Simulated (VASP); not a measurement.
# TiO2 in VASP: further runs, part 3 of 3

VASP 6.6.1. Earlier steps stand in the parts before.

**5. Single point, r2SCAN (shear of c along a, cell held: +1.0 %, then relaxed in part)**

POSCAR reads:

```
TiO2
1.0
    3.7777089757      0.0000000000      0.0000000000
    0.0000000000      3.7777089757      0.0000000000
    0.0958402566      0.0000000000      9.5840256616
Ti O
4 8
Direct
    0.0025748719      0.5000000000      0.7499916415
    0.4974251281      0.5000000000      0.0000083585
    0.5025748719      0.0000000000      0.2499916415
   -0.0025748719      0.0000000000      0.5000083585
   -0.0017462631      0.5000000000      0.9572429973
    0.5017462631      0.5000000000      0.7927570027
    0.4962460189      0.0000000000      0.0427590130
    0.0037539811      0.0000000000      0.7072409870
    0.4982537369      0.0000000000      0.4572429973
    0.0017462631      0.0000000000      0.2927570027
   -0.0037539811      0.5000000000      0.5427590130
    0.5037539811      0.5000000000      0.2072409870
```

INCAR.step1 reads:

```
ALGO = Normal ; EDIFF = 1E-4
ENCUT = 520 ; GGA = PE
ISMEAR = 0 ; LASPH = T
LCHARG = F ; LREAL = F
LWAVE = T ; NBANDS = 60
NELM = 60 ; PREC = Accurate
SIGMA = 0.02
```

INCAR.step2 reads:

```
ALGO = Normal ; EDIFF = 1E-6
ENCUT = 520 ; ISIF = 2
ISMEAR = 0 ; ISTART = 1
LASPH = T ; LCHARG = T
LELF = T ; LMIXTAU = T
LREAL = F ; LVHAR = T
LWAVE = F ; METAGGA = R2SCAN
NBANDS = 60 ; NELM = 60
PREC = Accurate ; SIGMA = 0.02
```

KPOINTS reads:

```
k-points
0
Gamma
  6 6 4
```

Potentials or basis: VASP PAW PBE potentials, release 64 (Ti_sv, O).

The run is started by

```
> cat potpaw_PBE.64/Ti_sv/POTCAR potpaw_PBE.64/O/POTCAR > POTCAR
> cp INCAR.step1 INCAR
> mpirun -np 1 vasp_std > vasp.out
> cp INCAR.step2 INCAR
> mpirun -np 1 vasp_std > vasp.out
```

OUTCAR:

```text
EDIFF = 1E-6
   ENCUT = 520
   ISIF = 2
   ISMEAR = 0
   ISTART = 1
   LASPH = T
   LREAL = F
   METAGGA = R2SCAN
   NELM = 60
   PREC = Accurate

 ion  position               nearest neighbor table
   1  0.003  0.500  0.750-   6 1.93   8 1.93   8 1.93   6 1.93   5 1.99  11 1.99
   2  0.497  0.500  0.000-   5 1.93   7 1.93   7 1.93   5 1.93   6 1.99  12 1.99
   3  0.503  0.000  0.250-  10 1.93  12 1.93  12 1.93  10 1.93   9 1.99   7 1.99
   4  0.997  0.000  0.500-   9 1.93  11 1.93  11 1.93   9 1.93  10 1.99   8 1.99
   5  0.998  0.500  0.957-   2 1.93   2 1.93   1 1.99
   6  0.502  0.500  0.793-   1 1.93   1 1.93   2 1.99
   7  0.496  0.000  0.043-   2 1.93   2 1.93   3 1.99
   8  0.004  0.000  0.707-   1 1.93   1 1.93   4 1.99
   9  0.498  0.000  0.457-   4 1.93   4 1.93   3 1.99
  10  0.002  0.000  0.293-   3 1.93   3 1.93   4 1.99
  11  0.996  0.500  0.543-   4 1.93   4 1.93   1 1.99
  12  0.504  0.500  0.207-   3 1.93   3 1.93   2 1.99

  LATTYP: Found a simple monoclinic cell.
[... 225 lines left out ...]
 fundamental gap:      2.6013679170
 Fermi energy:         3.1656734431

 k-point     1 :       0.0000    0.0000    0.0000
  band No.  band energies     occupation
      1     -55.5678      2.00000
      2     -55.5384      2.00000
      3     -55.5384      2.00000
      4     -55.5088      2.00000
      5     -30.9854      2.00000
      6     -30.7910      2.00000
[... 1501 lines left out ...]
     59       7.2734      0.00000
     60       7.4561      0.00000

 [... further k-points ...]
[... 5 lines left out ...]
  --------------------------------------------------------------------------------------
  -------------------------------------------------------------------------------------
  Total        1.1064997      1.0877309      0.9127490      0.0000000      0.0000000     -0.4443224
  in kB       12.9615495     12.7416917     10.6919518      0.0000000      0.0000000     -5.2047968
  external PRESSURE =      12.1317310 kB  Pullay stress =       0.0000000 kB

 VOLUME and BASIS-vectors are now :
 -----------------------------------------------------------------------------
  energy-cutoff  :      520.00
  volume of cell :      136.77
      direct lattice vectors                 reciprocal lattice vectors
     3.777708976  0.000000000  0.000000000     0.264710703  0.000000000 -0.002647107
     0.000000000  3.777708976  0.000000000     0.000000000  0.264710703  0.000000000
     0.095840257  0.000000000  9.584025662     0.000000000  0.000000000  0.104340288

 POSITION                                       TOTAL-FORCE (eV/Angst)
 -----------------------------------------------------------------------------------
      0.08161      1.88885      7.18794         0.009535     -0.000000      0.001065
      1.87913      1.88885      0.00008        -0.009535      0.000000     -0.001065
      1.92254      0.00000      2.39593         0.009535      0.000000      0.001065
      3.81590      0.00000      4.79209        -0.009535      0.000000     -0.001065
      3.86285      1.88885      9.17424         0.006702      0.000000      0.032522
      1.97143      1.88885      7.59780        -0.006702     -0.000000     -0.032522
      1.87877      0.00000      0.40980         0.000758      0.000000     -0.032273
      0.08196      0.00000      6.77822        -0.000758      0.000000      0.032273
      1.92608      0.00000      4.38223         0.006702      0.000000      0.032522
      0.03465      0.00000      2.80579        -0.006702      0.000000     -0.032522
      3.81555      1.88885      5.20182         0.000758      0.000000     -0.032273
      1.92290      1.88885      1.98620        -0.000758     -0.000000      0.032273
 -----------------------------------------------------------------------------------
    total drift:                                0.000000      0.000000      0.000000

  FREE ENERGIE OF THE ION-ELECTRON SYSTEM (eV)
  ---------------------------------------------------
  free  energy   TOTEN  =      -139.7131215018 eV

  energy  without entropy=     -139.7131215018  energy(sigma->0) =     -139.71312150
```

OUTCAR.step1:

```text
EDIFF = 1E-4
   ENCUT = 520
   GGA = PE
   ISMEAR = 0
[... 1791 lines left out ...]
      1.92608      0.00000      4.38223         0.008064      0.000000      0.106540
      0.03465      0.00000      2.80579        -0.008064      0.000000     -0.106540
      3.81555      1.88885      5.20182        -0.004811     -0.000000     -0.106595
      1.92290      1.88885      1.98620         0.004811      0.000000      0.106595
 -----------------------------------------------------------------------------------
    total drift:                                0.000000      0.000000      0.000000

  FREE ENERGIE OF THE ION-ELECTRON SYSTEM (eV)
  ---------------------------------------------------
  free  energy   TOTEN  =      -107.6664927004 eV

  energy  without entropy=     -107.6664927004  energy(sigma->0) =     -107.66649270
```

OSZICAR.step1:

```text
N       E                     dE             d eps       ncg     rms          rms(c)
DAV:   1     0.151928279998E+04    0.15193E+04   -0.48069E+04  6872   0.189E+03
DAV:   2     0.176455204980E+03   -0.13428E+04   -0.12746E+04  6792   0.585E+02
DAV:   3    -0.118593174535E+03   -0.29505E+03   -0.28565E+03  8528   0.241E+02
DAV:   4    -0.140815202763E+03   -0.22222E+02   -0.22167E+02 10128   0.716E+01
DAV:   5    -0.142116715255E+03   -0.13015E+01   -0.13010E+01 10408   0.134E+01    0.455E+01
DAV:   6    -0.108409824601E+03    0.33707E+02   -0.20921E+02  9604   0.979E+01    0.170E+01
DAV:   7    -0.107996543033E+03    0.41328E+00   -0.31731E+01  9288   0.322E+01    0.115E+01
DAV:   8    -0.108398773091E+03   -0.40223E+00   -0.10028E+01  8640   0.222E+01    0.799E+00
DAV:   9    -0.107652531034E+03    0.74624E+00   -0.45322E+00  8680   0.143E+01    0.148E+00
DAV:  10    -0.107676471762E+03   -0.23941E-01   -0.29610E-01  7988   0.296E+00    0.758E-01
DAV:  11    -0.107666174934E+03    0.10297E-01   -0.49554E-02  7900   0.115E+00    0.142E-01
DAV:  12    -0.107666569377E+03   -0.39444E-03   -0.24317E-03  7852   0.316E-01    0.123E-01
DAV:  13    -0.107666492700E+03    0.76676E-04   -0.87079E-04  7468   0.135E-01
   1 F= -.10766649E+03 E0= -.10766649E+03  d E =-.390084E-42
```

Run time: 48 min. Hardware: 1 thread of Oxide Virtual Turin-like, shared host; peak memory 0.43 GiB.

What came out:

| Item | Value |
| --- | --- |
| Free energy | -139.7131 eV |
| Pressure | 1.2 GPa |
| Largest force | 0.033 eV/Å |
| Band gap on the k mesh | 2.60 eV |

Forces in eV/Å, atoms in the order of the input:
```
Ti   0.010  0.000  0.001
Ti  -0.010  0.000 -0.001
Ti   0.010  0.000  0.001
Ti  -0.010  0.000 -0.001
O    0.007  0.000  0.033
O   -0.007  0.000 -0.033
O    0.001  0.000 -0.032
O   -0.001  0.000  0.032
O    0.007  0.000  0.033
O   -0.007  0.000 -0.033
O    0.001  0.000 -0.032
O   -0.001  0.000  0.032
```

Caveat: the cell differs from its parent crystal (shear of c along a, cell held: +1.0 %, then relaxed in part); the PAW data sets were made with another functional, which shifts forces and pressure a little.

**6. Overview**

```csv
cell,k mesh,gap on the mesh (eV),pressure (GPa),largest force (eV/Å)
"a = 3.778, b = 3.778, c = 9.585 Å, angles 90.0, 90.6, 90.0°, 12 atoms, atomic positions A",6 × 6 × 4,2.60,1.2,0.03
"a = 3.722, b = 3.722, c = 5.079 Å, angles 111.5, 111.5, 90.0°, 6 atoms, atomic positions B",8 × 8 × 6,2.31,29.4,0.05
"a = 3.734, b = 3.734, c = 5.185 Å, angles 111.1, 111.1, 90.0°, 6 atoms, atomic positions C",8 × 8 × 6,2.40,21.3,0.04
"a = 3.778, b = 3.778, c = 9.585 Å, angles 90.0, 89.4, 90.0°, 12 atoms, atomic positions D",6 × 6 × 4,2.60,1.2,0.03
```

Alike in all rows: task single point; level r2SCAN; potentials or basis VASP PAW PBE potentials, release 64 (Ti_sv, O); no spin polarisation; cutoff (eV) 520; smearing gaussian 0.02 eV.

Caveats: the PAW data sets were made with another functional, which shifts forces and pressure a little; the cell stands under pressure (at least some runs).

Total energies depend on the potentials used, so only differences within one code and one set of settings carry meaning.
